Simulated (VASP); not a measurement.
# As in VASP: single point with PBE+D3(BJ)

Aim: the single point of As with PBE+D3(BJ).

All numbers are computed with VASP 6.6.1; they aren't measurements. Logs are shortened: lines on timing, memory, paths and dates and some standing lists are left out, and cuts for length are marked.

### 1 The cell of the first run

The cell holds a slab with vacuum, 2 atoms: a = 3.609 Å, b = 3.609 Å, c = 22.500 Å, α = 90.00°, β = 90.00°, γ = 120.00°.

### 2 Single point, PBE+D3(BJ)

INCAR reads:

```
SYSTEM = As
  ALGO = Normal
  DIPOL = 0.5 0.5 0.631
  EDIFF = 1E-6
  ENCUT = 400
  GGA = PE
  GGA_COMPAT = .False.
  IDIPOL = 3
  ISIF = 2
  ISMEAR = 0
  IVDW = 12
  LASPH = .True.
  LCHARG = .True.
  LDIPOL = .True.
  LELF = .True.
  LREAL = .False.
  LVACPOTAV = .True.
  LVHAR = .True.
  LWAVE = .False.
  NBANDS = 22
  NELM = 120
  NELMDL = -8
  PREC = Accurate
  SIGMA = 0.04
```

KPOINTS reads:

```
k-points
0
Gamma
  12 12 1
  0 0 0
```

POSCAR reads:

```
As
1.0
    3.6093869210      0.0000000000      0.0000000000
   -1.8046934605      3.1258207657      0.0000000000
    0.0000000000      0.0000000000     22.5000000000
As
2
Direct
    0.0000000000      0.0000000000      0.5998500319
    0.3333333333      0.6666666667      0.6614219425
```

Potentials or basis: VASP PAW PBE potentials, release 64 (As_d).

Run with:

```sh
> cat potpaw_PBE.64/As_d/POTCAR > POTCAR
> mpirun -np 1 vasp_std > vasp.out
```

OUTCAR:

```text
SYSTEM = As
   EDIFF = 1E-6
   ENCUT = 400
   GGA = PE
   ISIF = 2
   ISMEAR = 0
   IVDW = 12
   LASPH = .True.
   LREAL = .False.
   NELM = 120
   NELMDL = -8
   PREC = Accurate
 IVDW          = 12

 ion  position               nearest neighbor table
   1  0.000  0.000  0.600-   2 2.50   2 2.50   2 2.50
   2  0.333  0.667  0.661-   1 2.50   1 2.50   1 2.50

  LATTYP: Found a hexagonal cell.
 ALAT       =     3.6093869210
 C/A-ratio  =     6.2337456450

  Lattice vectors:

 A1 = (   3.6093869210,   0.0000000000,   0.0000000000)
 A2 = (  -1.8046934605,   3.1258207657,   0.0000000000)
 A3 = (   0.0000000000,   0.0000000000,  22.5000000000)

Analysis of symmetry for initial positions (statically):
=====================================================================
 Subroutine PRICEL returns:
 Original cell was already a primitive cell.

 Routine SETGRP: Setting up the symmetry group for a
 hexagonal supercell.

 Subroutine GETGRP returns: Found 12 space group operations
 (whereof  6 operations were pure point group operations)
 out of a pool of 24 trial point group operations.

The static configuration has the point symmetry C_3v.
 The point group associated with its full space group is D_3d.

Analysis of symmetry for dynamics (positions and initial velocities):
=====================================================================
 Subroutine PRICEL returns:
 Original cell was already a primitive cell.

 Routine SETGRP: Setting up the symmetry group for a
 hexagonal supercell.

 Subroutine GETGRP returns: Found 12 space group operations
 (whereof  6 operations were pure point group operations)
 out of a pool of 24 trial point group operations.

The dynamic configuration has the point symmetry C_3v.
 The point group associated with its full space group is D_3d.

 Subroutine INISYM returns: Found 12 space group operations
 (whereof  6 operations are pure point group operations),
 and found     1 'primitive' translations

----------------------------------------------------------------------------------------

                                     Primitive cell

  volume of cell :     253.8517

  direct lattice vectors                    reciprocal lattice vectors
     3.609386921  0.000000000  0.000000000     0.277055362  0.159957988  0.000000000
    -1.804693461  3.125820766  0.000000000     0.000000000  0.319915976  0.000000000
     0.000000000  0.000000000 22.500000000     0.000000000  0.000000000  0.044444444

  length of vectors
     3.609386921  3.609386921 22.500000000     0.319915976  0.319915976  0.044444444

  position of ions in fractional coordinates (direct lattice)
     0.000000000  0.000000000  0.599850032
     0.333333333  0.666666667  0.661421942

  ion indices of the primitive-cell ions
   primitive index   ion index
                 1           1
                 2           2

----------------------------------------------------------------------------------------

 KPOINTS: k-points

Automatic generation of k-mesh.
 Grid dimensions read from file:
 generate k-points for:   12   12    1

 Generating k-lattice:

  Cartesian coordinates                     Fractional coordinates (reciprocal lattice)
     0.023087947  0.013329832  0.000000000     0.083333333  0.000000000  0.000000000
     0.000000000  0.026659665  0.000000000     0.000000000  0.083333333  0.000000000
     0.000000000  0.000000000  0.044444444     0.000000000  0.000000000  1.000000000

  Length of vectors
     0.026659665  0.026659665  0.044444444

  Shift w.r.t. Gamma in fractional coordinates (k-lattice)
     0.000000000  0.000000000  0.000000000

 Subroutine IBZKPT returns following result:
 ===========================================

 Found     19 irreducible k-points:

 Following reciprocal coordinates:
            Coordinates               Weight
  0.000000  0.000000  0.000000      1.000000
  0.083333 -0.000000  0.000000      6.000000
  0.166667  0.000000  0.000000      6.000000
  0.250000 -0.000000  0.000000      6.000000
  0.333333  0.000000  0.000000      6.000000
  0.416667  0.000000  0.000000      6.000000
[... 11 lines left out ...]
  0.333333  0.250000  0.000000     12.000000
  0.333333  0.333333  0.000000      2.000000
   k-points           NKPTS =     19   k-points in BZ     NKDIM =     19   number of bands    NBANDS=     22
   number of dos      NEDOS =    301   number of ions     NIONS =      2
   total plane-waves  NPLWV =  86400
   dimension x,y,z NGX =    24 NGY =   24 NGZ =  150
   dimension x,y,z NGXF=    48 NGYF=   48 NGZF=  300
   ions per type =               2
   NGX,Y,Z   is equivalent  to a cutoff of  11.05, 11.05, 11.08 a.u.
   NGXF,Y,Z  is equivalent  to a cutoff of  22.11, 22.11, 22.17 a.u.
 SYSTEM =  As
   PREC   = accura    normal or accurate (medium, high low for compatibility)
   ISTART =      0    job   : 0-new  1-cont  2-samecut
   ICHARG =      2    charge: 1-file 2-atom 10-const
   ISPIN  =      1    spin polarized calculation?
   LNONCOLLINEAR =      F non collinear calculations
   LSORBIT =      F    spin-orbit coupling
   LASPH  =      T    aspherical Exc in radial PAW
   ENCUT  =  400.0 eV  29.40 Ry    5.42 a.u.   5.89  5.89 36.69*2*pi/ulx,y,z
   NELM   =    120;   NELMIN=  2; NELMDL= -8     # of ELM steps
   EDIFF  = 0.1E-05   stopping-criterion for ELM
   LREAL  =      F    real-space projection
   EDIFFG = 0.1E-04   stopping-criterion for IOM
   NSW    =      0    number of steps for IOM
   IBRION =     -1    ionic relax: 0-MD 1-quasi-New 2-CG
   NFREE  =      0    steps in history (QN), initial steepest desc. (CG)
   ISIF   =      2    stress and relaxation
   ISYM   =      2    0-nonsym 1-usesym 2-fastsym
   POTIM  = 0.5000    time-step for ionic-motion
   TEBEG  =    0.0;   TEEND  =   0.0 temperature during run
   PSTRESS=    0.0 pullay stress
   NELECT =      30.0000    total number of electrons
   NUPDOWN=      -1.0000    fix difference up-down
   EMIN   =  10.00;   EMAX   =-10.00  energy-range for DOS
   EFERMI =   0.00;   METHOD = LEGACY
   ISMEAR =     0;   SIGMA  =   0.04  broadening in eV -4-tet -1-fermi 0-gaus
   EFERMI_NEDOS =   21; number of points for ismear=-14 and -15
   IALGO  =     38    algorithm
   IMIX   =      4    mixing-type and parameters
     AMIX     =   0.40;   BMIX     =  1.00
     AMIX_MAG =   1.60;   BMIX_MAG =  1.00
  volume/ion in A,a.u.               =     126.93       856.54
  Fermi-wavevector in a.u.,A,eV,Ry     =   0.803382  1.518171  8.781500  0.645422
  Thomas-Fermi vector in A             =   1.911238
   LORBIT       =      0    0 simple, 1 ext, 2 COOP (PROOUT), +10 PAW based schemes
   GGA     = PE    functional components
   LHFCALC =     F    Hartree Fock is set to
   AEXX    =    0.0000 exact exchange contribution
   IVDW    =    12    specifies the selected vdW correction
   LEPSILON=     F    determine dielectric tensor
   LRPA    =     F    only Hartree local field effects (RPA)
 non-spin polarized calculation
 Gauss-broadening in eV      SIGMA  =   0.04
  energy-cutoff  :      400.00
  volume of cell :      253.85
 maximum number of plane-waves:      4632
 NGX is ok and might be reduce to    24
   NGX = 11   NGY = 11   NGZ = 73

 dipolmoment           0.000000      0.000000      0.000001 electrons x Angstroem

 number of electron      30.0000047 magnetization

 dipolmoment           0.000000      0.000000     -0.000003 electrons x Angstroem

 Free energy of the ion-electron system (eV)
  ---------------------------------------------------
  ext. energy  EPLUGINS =         0.00000000
  ---------------------------------------------------
  free energy    TOTEN  =        -9.35888795 eV

  energy without entropy =       -9.35888795  energy(sigma->0) =       -9.35888795

 E-fermi :  -3.8238     XC(G=0):  -2.4446

 val. band max:       -4.0332885250   @ k =   0.0000   0.0000   0.0000
 cond. band min:      -2.3659676954   @ k =   0.3333   0.0000   0.0000
 fundamental gap:      1.6673208296
 Fermi energy:        -3.8238163027

 k-point     1 :       0.0000    0.0000    0.0000
  band No.  band energies     occupation
      1     -39.1215      2.00000
      2     -39.1215      2.00000
      3     -39.0834      2.00000
      4     -39.0834      2.00000
      5     -39.0305      2.00000
      6     -39.0096      2.00000
[... 14 lines left out ...]
     21       1.6941      0.00000
     22       2.1280      0.00000

 k-point     2 :       0.0833   -0.0000    0.0000
  band No.  band energies     occupation
      1     -39.1214      2.00000
      2     -39.1196      2.00000
      3     -39.0829      2.00000
      4     -39.0818      2.00000
      5     -39.0305      2.00000
      6     -39.0107      2.00000
[... 14 lines left out ...]
     21       1.8006      0.00000
     22       2.2380      0.00000

 k-point     3 :       0.1667    0.0000    0.0000
  band No.  band energies     occupation
      1     -39.1210      2.00000
      2     -39.1142      2.00000
      3     -39.0811      2.00000
      4     -39.0773      2.00000
      5     -39.0304      2.00000
      6     -39.0138      2.00000
[... 14 lines left out ...]
     21       2.1093      0.00000
     22       2.5516      0.00000

 k-point     4 :       0.2500   -0.0000    0.0000
  band No.  band energies     occupation
      1     -39.1203      2.00000
      2     -39.1065      2.00000
      3     -39.0776      2.00000
      4     -39.0705      2.00000
      5     -39.0305      2.00000
      6     -39.0187      2.00000
[... 14 lines left out ...]
     21       2.6189      0.00000
     22       3.0258      0.00000

 k-point     5 :       0.3333    0.0000    0.0000
  band No.  band energies     occupation
      1     -39.1195      2.00000
      2     -39.0992      2.00000
      3     -39.0709      2.00000
      4     -39.0623      2.00000
      5     -39.0316      2.00000
      6     -39.0252      2.00000
[... 292 lines left out ...]
 k-point    17 :       0.2500    0.2500    0.0000
  band No.  band energies     occupation
      1     -39.1205      2.00000
      2     -39.0824      2.00000
      3     -39.0693      2.00000
      4     -39.0493      2.00000
      5     -39.0393      2.00000
      6     -39.0302      2.00000
[... 14 lines left out ...]
     21       4.1279      0.00000
     22       4.4920      0.00000

 k-point    18 :       0.3333    0.2500    0.0000
  band No.  band energies     occupation
      1     -39.1205      2.00000
      2     -39.0766      2.00000
      3     -39.0637      2.00000
      4     -39.0486      2.00000
      5     -39.0396      2.00000
      6     -39.0321      2.00000
[... 14 lines left out ...]
     21       4.5757      0.00000
     22       5.0430      0.00000

 k-point    19 :       0.3333    0.3333    0.0000
  band No.  band energies     occupation
      1     -39.1207      2.00000
      2     -39.0676      2.00000
      3     -39.0676      2.00000
      4     -39.0531      2.00000
      5     -39.0340      2.00000
      6     -39.0287      2.00000
[... 14 lines left out ...]
     21       4.9097      0.00000
     22       5.7342      0.00000

------------------------ aborting loop because EDIFF is reached ----------------------------------------

 Edisp (eV)   -0.41491

 E8    (eV) :    -0.1883

  FORCE on cell =-STRESS in cart. coord.  units (eV):
  Direction    XX          YY          ZZ          XY          YZ          ZX
  --------------------------------------------------------------------------------------
  -------------------------------------------------------------------------------------
  Total      -0.50689    -0.50689     0.00710     0.00000     0.00000     0.00000
  in kB      -3.19924    -3.19924     0.04480     0.00000     0.00000     0.00000
  external pressure =       -2.12 kB  Pullay stress =        0.00 kB

 VOLUME and BASIS-vectors are now :
 -----------------------------------------------------------------------------
  energy-cutoff  :      400.00
  volume of cell :      253.85
      direct lattice vectors                 reciprocal lattice vectors
     3.609386921  0.000000000  0.000000000     0.277055362  0.159957988  0.000000000
    -1.804693461  3.125820766  0.000000000     0.000000000  0.319915976  0.000000000
     0.000000000  0.000000000 22.500000000     0.000000000  0.000000000  0.044444444

 POSITION                                       TOTAL-FORCE (eV/Angst)
 -----------------------------------------------------------------------------------
      0.00000      0.00000     13.49663         0.000000     -0.000000     -0.053515
     -0.00000      2.08388     14.88199        -0.000000      0.000000      0.053515
 -----------------------------------------------------------------------------------
    total drift:                               -0.000000      0.000000     -0.000255

  FREE ENERGIE OF THE ION-ELECTRON SYSTEM (eV)
  ---------------------------------------------------
  free  energy   TOTEN  =        -9.7737961917 eV

  energy  without entropy=       -9.7737961917  energy(sigma->0) =       -9.77379619

 vacuum level on the upper side and lower side of the slab         1.386         1.386
```

It took 3 min on 1 thread of Intel Xeon Platinum 8375C at 2.90GHz (Ice Lake), shared host; peak memory 0.28 GiB.

Results:

| Item | Value |
| --- | --- |
| Free energy | -9.7738 eV |
| Largest force | 0.054 eV/Å |
| Band gap on the k mesh | 1.67 eV (least direct gap 1.95 eV) |
| Dispersion energy per atom | -0.207 eV |

Forces on the atoms (eV/Å):
```
As   0.000  0.000 -0.054
As   0.000  0.000  0.054
```
